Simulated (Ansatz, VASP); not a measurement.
## Two plane-wave programs on CaF2

```
CELL_PARAMETERS angstrom
0.00000 2.73100 2.74010
2.73100 0.00000 2.74010
2.73100 2.73100 0.00000
ATOMIC_POSITIONS crystal
Ca 0.00000 0.00000 0.00000
F 0.25000 0.25000 0.25000
F 0.75000 0.75000 0.75000
```

Alike in both runs: task single point; functional r2SCAN; k mesh 6 × 6 × 6; occupations gaussian, width 0.05 eV; no spin polarisation.

|  | VASP | Ansatz |
| --- | --- | --- |
| version | VASP 6.6.1 | Ansatz 0.2.0 |
| potentials or method | VASP PAW PBE potentials, release 64 (Ca_sv, F), cutoff 660 eV | plane waves, PAW |
| valence electrons in the cell | 24 | 24 |

VASP gave:

```
pressure (GPa)                                                : -1.0
traceless stress, the component that is largest in VASP (GPa) : -0.26
```

**Question.** Which values does Ansatz return?

**Answer.** Pressure (GPa): -1.4; traceless stress, the component that is largest in VASP (GPa): -0.27.

VASP's potentials were made for PBE, not for r2SCAN. The functional is the same, so the differences come from potentials, cutoffs and numerics.
